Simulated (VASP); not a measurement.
ZnS: single point with r2SCAN50

The system is ZnS.

```
Zn S
1.0
     0.00000    2.71989    2.71989
     2.71989    0.00000    2.71989
     2.71989    2.71989    0.00000
Zn S
1 1
Cartesian
  4.0798 4.0798 4.0798
  0.0000 0.0000 0.0000
```

```yaml
Program: VASP 6.6.1
Task: single point
Functional: r2SCAN50
Potentials_or_basis: VASP PAW PBE potentials, release 64 (Zn, S)
Cutoff: 520 eV
k_mesh: 5 × 5 × 5
Occupations: fermi-dirac, width 0.05 eV
Spin: no spin polarisation
```

```yaml
Pressure: -2.2 GPa
Band_gap_on_the_k_mesh: 5.99 eV
```

Levels at points of the mesh, in eV from the valence-band top:
```csv
k point,band 5,band 6,band 7,band 8,band 9,band 10,band 11,band 12,band 13,band 14
"(0.00, 0.00, 0.00)",-9.22,-9.22,0.00,0.00,0.00,5.99,10.62,10.62,10.62,16.27
```

Run time: 35 min on 1 thread of Oxide Virtual Turin-like Processor, on a shared host, peak memory 0.16 GiB.

Caveat: the PAW data sets were made with another functional, which shifts forces and pressure a little.
